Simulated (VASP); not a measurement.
# Ta (I4/mmm) in VASP: further runs

Runs on Ta. Level: PBE. Tasks: single point.

All numbers are computed with VASP 6.6.1; they aren't measurements. Logs are shortened: lines on timing, memory, paths and dates and some standing lists are left out, and cuts for length are marked.

### Step 1. The cell of the first run

Symmetry: I4/mmm, No. 139, tetragonal system. Conventional cell: a = 3.303 Å, b = 3.303 Å, c = 3.501 Å, α = 90.00°, β = 90.00°, γ = 90.00°. Within 3.8 Å of Ta (site symmetry 4/mmm) lie 14 Ta at 2.92 to 3.50 Å.

### Step 2. Single point, PBE (strain +0.0600 x Voigt [1, 0, 0, 0, 0, 0])

INCAR reads:

```
ALGO     = Fast           # electronic algorithm
EDIFF    = 1E-6           # SCF threshold, eV
ENCUT    = 520            # plane-wave cutoff, eV
GGA      = PE             # functional
ISIF     = 2              # what is computed and relaxed
ISMEAR   = 0              # smearing method
LASPH    = True           # aspherical terms in the spheres
LCHARG   = False          # write CHGCAR
LREAL    = False          # projectors in reciprocal space
LWAVE    = False          # write WAVECAR
NBANDS   = 12             # bands
NELM     = 100            # most SCF steps
PREC     = Accurate       # precision mode
SIGMA    = 0.15           # smearing width, eV
```

KPOINTS reads:

```
k-points
0
Gamma
  20 20 20
```

POSCAR reads:

```
Ta
1.0
   -1.7503568000      1.6512800000      1.6512800000
    1.7503568000     -1.6512800000      1.6512800000
    1.7503568000      1.6512800000     -1.6512800000
Ta
1
Direct
    0.0000000000      0.0000000000      0.0000000000
```

Potentials or basis: VASP PAW PBE potentials, release 64 (Ta_pv).

On the command line:

```bash
> cat potpaw_PBE.64/Ta_pv/POTCAR > POTCAR
> mpirun -np 1 vasp_std > vasp.out
```

OUTCAR:

```text
EDIFF = 1E-6
   ENCUT = 520
   GGA = PE
   ISIF = 2
   ISMEAR = 0
   LASPH = True
   LREAL = False
   NELM = 100
   PREC = Accurate

 ion  position               nearest neighbor table
   1  0.000  0.000  0.000-

  LATTYP: Found a body centered tetragonal cell.
 ALAT       =     3.3025600000
 C/A-ratio  =     1.0600000000

  Lattice vectors:

 A1 = (  -1.7503568000,   1.6512800000,  -1.6512800000)
 A2 = (  -1.7503568000,  -1.6512800000,   1.6512800000)
 A3 = (   1.7503568000,   1.6512800000,   1.6512800000)

Analysis of symmetry for initial positions (statically):
=====================================================================
 Subroutine PRICEL returns:
 Original cell was already a primitive cell.

 Routine SETGRP: Setting up the symmetry group for a
 body centered tetragonal supercell.

 Subroutine GETGRP returns: Found 16 space group operations
 (whereof 16 operations were pure point group operations)
 out of a pool of 16 trial point group operations.

The static configuration has the point symmetry D_4h.

Analysis of symmetry for dynamics (positions and initial velocities):
=====================================================================
 Subroutine PRICEL returns:
 Original cell was already a primitive cell.

 Routine SETGRP: Setting up the symmetry group for a
 body centered tetragonal supercell.

 Subroutine GETGRP returns: Found 16 space group operations
 (whereof 16 operations were pure point group operations)
 out of a pool of 16 trial point group operations.

The dynamic configuration has the point symmetry D_4h.

 Subroutine INISYM returns: Found 16 space group operations
 (whereof 16 operations are pure point group operations),
 and found     1 'primitive' translations

----------------------------------------------------------------------------------------

                                     Primitive cell

  volume of cell :      19.0910

  direct lattice vectors                    reciprocal lattice vectors
    -1.750356800  1.651280000  1.651280000     0.000000000  0.302795407  0.302795407
     1.750356800 -1.651280000  1.651280000     0.285656045  0.000000000  0.302795407
     1.750356800  1.651280000 -1.651280000     0.285656045  0.302795407  0.000000000

  length of vectors
     2.918424267  2.918424267  2.918424267     0.428217371  0.416274470  0.416274470

  position of ions in fractional coordinates (direct lattice)
     0.000000000  0.000000000  0.000000000

  ion indices of the primitive-cell ions
   primitive index   ion index
                 1           1

----------------------------------------------------------------------------------------

 KPOINTS: k-points

Automatic generation of k-mesh.
 Grid dimensions read from file:
 generate k-points for:   20   20   20

 Generating k-lattice:

  Cartesian coordinates                     Fractional coordinates (reciprocal lattice)
     0.000000000  0.015139770  0.015139770     0.050000000  0.000000000  0.000000000
     0.014282802  0.000000000  0.015139770    -0.000000000  0.050000000  0.000000000
     0.014282802  0.015139770  0.000000000    -0.000000000  0.000000000  0.050000000

  Length of vectors
     0.021410869  0.020813724  0.020813724

  Shift w.r.t. Gamma in fractional coordinates (k-lattice)
     0.000000000  0.000000000  0.000000000

 Subroutine IBZKPT returns following result:
 ===========================================

 Found    641 irreducible k-points:

 Following reciprocal coordinates:
            Coordinates               Weight
  0.000000  0.000000  0.000000      1.000000
  0.050000  0.000000  0.000000      4.000000
  0.100000  0.000000  0.000000      4.000000
  0.150000  0.000000  0.000000      4.000000
  0.200000  0.000000  0.000000      4.000000
  0.250000  0.000000  0.000000      4.000000
[... 16 lines left out ...]
  0.050000  0.100000  0.000000     16.000000
  0.100000  0.100000  0.000000     16.000000
 [... further k-points ...]
   k-points           NKPTS =    641   k-points in BZ     NKDIM =    641   number of bands    NBANDS=     12
   number of dos      NEDOS =    301   number of ions     NIONS =      1
   total plane-waves  NPLWV =  13824
   dimension x,y,z NGX =    24 NGY =   24 NGZ =   24
   dimension x,y,z NGXF=    48 NGYF=   48 NGZF=   48
   ions per type =               1
   NGX,Y,Z   is equivalent  to a cutoff of  13.67, 13.67, 13.67 a.u.
   NGXF,Y,Z  is equivalent  to a cutoff of  27.34, 27.34, 27.34 a.u.
 SYSTEM =  unknown system
   PREC   = accura    normal or accurate (medium, high low for compatibility)
   ISTART =      0    job   : 0-new  1-cont  2-samecut
   ICHARG =      2    charge: 1-file 2-atom 10-const
   ISPIN  =      1    spin polarized calculation?
   LNONCOLLINEAR =      F non collinear calculations
   LSORBIT =      F    spin-orbit coupling
   LASPH  =      T    aspherical Exc in radial PAW
   ENCUT  =  520.0 eV  38.22 Ry    6.18 a.u.   5.43  5.43  5.43*2*pi/ulx,y,z
   NELM   =    100;   NELMIN=  2; NELMDL= -5     # of ELM steps
   EDIFF  = 0.1E-05   stopping-criterion for ELM
   LREAL  =      F    real-space projection
   EDIFFG = 0.1E-04   stopping-criterion for IOM
   NSW    =      0    number of steps for IOM
   IBRION =     -1    ionic relax: 0-MD 1-quasi-New 2-CG
   NFREE  =      0    steps in history (QN), initial steepest desc. (CG)
   ISIF   =      2    stress and relaxation
   ISYM   =      2    0-nonsym 1-usesym 2-fastsym
   POTIM  = 0.5000    time-step for ionic-motion
   TEBEG  =    0.0;   TEEND  =   0.0 temperature during run
   PSTRESS=    0.0 pullay stress
   NELECT =      11.0000    total number of electrons
   NUPDOWN=      -1.0000    fix difference up-down
   EMIN   =  10.00;   EMAX   =-10.00  energy-range for DOS
   EFERMI =   0.00;   METHOD = LEGACY
   ISMEAR =     0;   SIGMA  =   0.15  broadening in eV -4-tet -1-fermi 0-gaus
   EFERMI_NEDOS =   21; number of points for ismear=-14 and -15
   IALGO  =     68    algorithm
   IMIX   =      4    mixing-type and parameters
     AMIX     =   0.40;   BMIX     =  1.00
     AMIX_MAG =   1.60;   BMIX_MAG =  1.00
  volume/ion in A,a.u.               =      19.09       128.83
  Fermi-wavevector in a.u.,A,eV,Ry     =   1.362270  2.574316 25.249397  1.855778
  Thomas-Fermi vector in A             =   2.488774
   LORBIT       =      0    0 simple, 1 ext, 2 COOP (PROOUT), +10 PAW based schemes
   GGA     = PE    functional components
   LHFCALC =     F    Hartree Fock is set to
   AEXX    =    0.0000 exact exchange contribution
   IVDW    =     0    specifies the selected vdW correction
   LEPSILON=     F    determine dielectric tensor
   LRPA    =     F    only Hartree local field effects (RPA)
 non-spin polarized calculation
 RMM-DIIS sequential band-by-band and
 Gauss-broadening in eV      SIGMA  =   0.15
  energy-cutoff  :      520.00
  volume of cell :       19.09
 maximum number of plane-waves:       528
 NGX is ok and might be reduce to    24
   NGX = 11   NGY = 11   NGZ = 11

 number of electron      11.0000001 magnetization

 Free energy of the ion-electron system (eV)
  ---------------------------------------------------
  ext. energy  EPLUGINS =         0.00000000
  ---------------------------------------------------
  free energy    TOTEN  =       -11.78844265 eV

  energy without entropy =      -11.77252078  energy(sigma->0) =      -11.78048171

 E-fermi :   5.0406     XC(G=0): -12.3234

 val. band max:        5.0348501250   @ k =   0.1500   0.3500   0.0000
 cond. band min:       5.0421815962   @ k =   0.0500   0.1500   0.0500
 fundamental gap:      0.0073314712
 Fermi energy:         5.0406256465

 k-point     1 :       0.0000    0.0000    0.0000
  band No.  band energies     occupation
      1     -28.2859      2.00000
      2     -28.2760      2.00000
      3     -28.2760      2.00000
      4      -2.6643      2.00000
      5       5.5647      0.00000
      6       5.5647      0.00000
      7       6.2251      0.00000
      8       8.3432      0.00000
      9       9.2311      0.00000
     10      19.1424      0.00000
     11      20.1274      0.00000
     12      20.1274      0.00000

 k-point     2 :       0.0500    0.0000    0.0000
  band No.  band energies     occupation
      1     -28.3013      2.00000
      2     -28.2946      2.00000
      3     -28.2769      2.00000
      4      -2.5555      2.00000
      5       5.4869      0.00003
      6       5.6683      0.00000
      7       6.1921      0.00000
      8       8.3583      0.00000
      9       9.1192      0.00000
     10      19.3414      0.00000
     11      20.2180      0.00000
     12      20.3898      0.00000

 k-point     3 :       0.1000    0.0000    0.0000
  band No.  band energies     occupation
      1     -28.3740      2.00000
      2     -28.3197      2.00000
      3     -28.2796      2.00000
      4      -2.2370      2.00000
      5       5.2699      0.03066
      6       5.9768      0.00000
      7       6.0696      0.00000
      8       8.4068      0.00000
      9       8.8742      0.00000
     10      19.9206      0.00000
     11      20.4521      0.00000
     12      21.0680      0.00000

 k-point     4 :       0.1500    0.0000    0.0000
  band No.  band energies     occupation
      1     -28.4856      2.00000
      2     -28.3586      2.00000
      3     -28.2837      2.00000
      4      -1.7341      2.00000
      5       4.9548      1.58152
      6       5.8176      0.00000
      7       6.4828      0.00000
      8       8.4965      0.00000
      9       8.6815      0.00000
     10      20.6882      0.00000
     11      20.8341      0.00000
     12      21.8498      0.00000

 k-point     5 :       0.2000    0.0000    0.0000
  band No.  band energies     occupation
      1     -28.6233      2.00000
      2     -28.4073      2.00000
      3     -28.2890      2.00000
      4      -1.0936      2.00000
      5       4.5906      1.99998
      6       5.4630      0.00007
      7       7.1732      0.00000
      8       8.6360      0.00000
      9       8.6549      0.00000
     10      19.5137      0.00000
     11      20.6298      0.00000
     12      22.0241      0.00000
[... 228 lines left out ...]
      1     -29.2189      2.00000
      2     -28.6336      2.00000
      3     -28.3229      2.00000
      4       1.0054      2.00000
      5       3.2422      2.00000
      6       6.4244      0.00000
      7       9.2155      0.00000
      8       9.9982      0.00000
      9      12.3519      0.00000
     10      16.0029      0.00000
     11      16.7185      0.00000
     12      20.1803      0.00000

 k-point    22 :       0.0000    0.1000    0.0000
  band No.  band energies     occupation
      1     -28.3802      2.00000
      2     -28.3051      2.00000
      3     -28.2807      2.00000
      4      -2.2614      2.00000
      5       5.4908      0.00002
      6       5.5405      0.00000
      7       6.4009      0.00000
      8       8.0969      0.00000
      9       9.1086      0.00000
     10      19.7668      0.00000
     11      20.7308      0.00000
     12      20.8290      0.00000

 k-point    23 :       0.0500    0.1000    0.0000
  band No.  band energies     occupation
      1     -28.4503      2.00000
      2     -28.3186      2.00000
      3     -28.2918      2.00000
      4      -1.9547      2.00000
      5       5.2818      0.02295
      6       5.5559      0.00000
      7       6.5725      0.00000
      8       8.1024      0.00000
      9       8.9850      0.00000
     10      20.1133      0.00000
     11      21.0804      0.00000
     12      21.3686      0.00000

 k-point    24 :       0.1000    0.1000    0.0000
  band No.  band energies     occupation
      1     -28.5528      2.00000
      2     -28.3461      2.00000
      3     -28.3079      2.00000
      4      -1.4676      2.00000
      5       4.9650      1.52430
      6       5.4486      0.00012
      7       6.9671      0.00000
      8       8.0602      0.00000
      9       8.9950      0.00000
     10      20.6554      0.00000
     11      21.4127      0.00000
     12      21.9214      0.00000

 [... further k-points ...]

------------------------ aborting loop because EDIFF is reached ----------------------------------------

  FORCE on cell =-STRESS in cart. coord.  units (eV):
  Direction    XX          YY          ZZ          XY          YZ          ZX
  --------------------------------------------------------------------------------------
  -------------------------------------------------------------------------------------
  Total       -1.2967667     -0.6739021     -0.6739021      0.0000000      0.0000000      0.0000000
  in kB     -108.8289444    -56.5560933    -56.5560933      0.0000000      0.0000000      0.0000000
  external PRESSURE =     -73.9803770 kB  Pullay stress =       0.0000000 kB

 VOLUME and BASIS-vectors are now :
 -----------------------------------------------------------------------------
  energy-cutoff  :      520.00
  volume of cell :       19.09
      direct lattice vectors                 reciprocal lattice vectors
    -1.750356800  1.651280000  1.651280000     0.000000000  0.302795407  0.302795407
     1.750356800 -1.651280000  1.651280000     0.285656045  0.000000000  0.302795407
     1.750356800  1.651280000 -1.651280000     0.285656045  0.302795407  0.000000000

 POSITION                                       TOTAL-FORCE (eV/Angst)
 -----------------------------------------------------------------------------------
      0.00000      0.00000      0.00000         0.000000      0.000000     -0.000000
 -----------------------------------------------------------------------------------
    total drift:                                0.000000      0.000000     -0.000000

  FREE ENERGIE OF THE ION-ELECTRON SYSTEM (eV)
  ---------------------------------------------------
  free  energy   TOTEN  =       -11.7884426452 eV

  energy  without entropy=      -11.7725207769  energy(sigma->0) =      -11.78048171
```

Run time: 2.5 min. Hardware: 1 thread of Intel Xeon 8259CL, shared host; peak memory 0.26 GiB.

Results:

```
Free energy            : -11.7884 eV
Pressure               : -7.4 GPa
Band gap on the k mesh : zero (an odd number of electrons rules out a gap without spin polarisation)
```

Stress tensor (GPa, compression positive):
```
-10.88   0.00   0.00
  0.00  -5.66   0.00
  0.00   0.00  -5.66
```

Levels at points of the mesh, in eV from the Fermi level:
| k point | band 2 | band 3 | band 4 | band 5 | band 6 | band 7 | band 8 | band 9 |
| --- | --- | --- | --- | --- | --- | --- | --- | --- |
| (0.00, 0.00, 0.00) | -33.32 | -33.32 | -7.70 | 0.52 | 0.52 | 1.18 | 3.30 | 4.19 |
| (0.50, 0.00, 0.00) | -33.67 | -33.35 | -4.11 | -1.84 | 1.60 | 4.23 | 4.91 | 7.31 |
| (0.00, 0.50, 0.00) | -33.61 | -33.32 | -4.16 | -1.14 | 1.21 | 3.16 | 4.64 | 7.13 |
| (0.50, 0.50, 0.50) | -33.95 | -33.95 | -3.57 | -3.40 | 6.22 | 6.43 | 6.43 | 7.17 |

Caveat: the cell differs from its parent crystal (strain +0.0600 x Voigt [1, 0, 0, 0, 0, 0]); the stress differs along the axes, from -11 to -6 GPa; spin-orbit coupling is left out, which moves the levels of the heavy elements.

### Step 3. Single point, PBE (strain -0.0600 x Voigt [1, 0, 0, 0, 0, 0])

INCAR reads:

```
PREC = Accurate
ENCUT = 520
EDIFF = 1E-7
ISMEAR = 0
SIGMA = 0.15
LREAL = F
LASPH = T
NELM = 80
ALGO = Normal
ISIF = 2
LWAVE = F
LCHARG = F
GGA = PE
NBANDS = 12
```

KPOINTS reads:

```
Automatic mesh
0
Gamma
  20 20 20
```

POSCAR reads:

```
Ta
1.0
   -1.5522032000      1.6512800000      1.6512800000
    1.5522032000     -1.6512800000      1.6512800000
    1.5522032000      1.6512800000     -1.6512800000
Ta
1
Direct
    0.0000000000      0.0000000000      0.0000000000
```

Potentials or basis: VASP PAW PBE potentials, release 64 (Ta_pv).

On the command line:

```bash
> cat potpaw_PBE.64/Ta_pv/POTCAR > POTCAR
> mpirun -np 1 vasp_std > vasp.out
```

Wall time 2.3 min (1 thread of Intel Xeon 8259CL, shared host); peak memory 0.25 GiB.

It converged, with:

```
Free energy            : -11.7302 eV
Pressure               : 18.1 GPa
Band gap on the k mesh : zero (an odd number of electrons rules out a gap without spin polarisation)
```

Stress tensor (GPa, compression positive):
```
23.16  0.00  0.00
 0.00 15.51  0.00
 0.00  0.00 15.51
```

Levels at points of the mesh, in eV from the Fermi level:
| k point | band 2 | band 3 | band 4 | band 5 | band 6 | band 7 | band 8 | band 9 |
| --- | --- | --- | --- | --- | --- | --- | --- | --- |
| (0.00, 0.00, 0.00) | -32.83 | -32.82 | -8.16 | 0.18 | 1.06 | 1.06 | 3.57 | 4.79 |
| (0.50, 0.00, 0.00) | -33.23 | -32.80 | -4.69 | -1.12 | 1.57 | 3.37 | 4.86 | 8.28 |
| (0.00, 0.50, 0.00) | -33.31 | -32.87 | -4.67 | -2.01 | 2.07 | 4.23 | 5.77 | 8.42 |
| (0.50, 0.50, 0.50) | -33.88 | -33.69 | -4.29 | -4.10 | 7.27 | 7.27 | 7.55 | 8.70 |

Caveat: the cell differs from its parent crystal (strain -0.0600 x Voigt [1, 0, 0, 0, 0, 0]); the stress differs along the axes, from 16 to 23 GPa; spin-orbit coupling is left out, which moves the levels of the heavy elements.
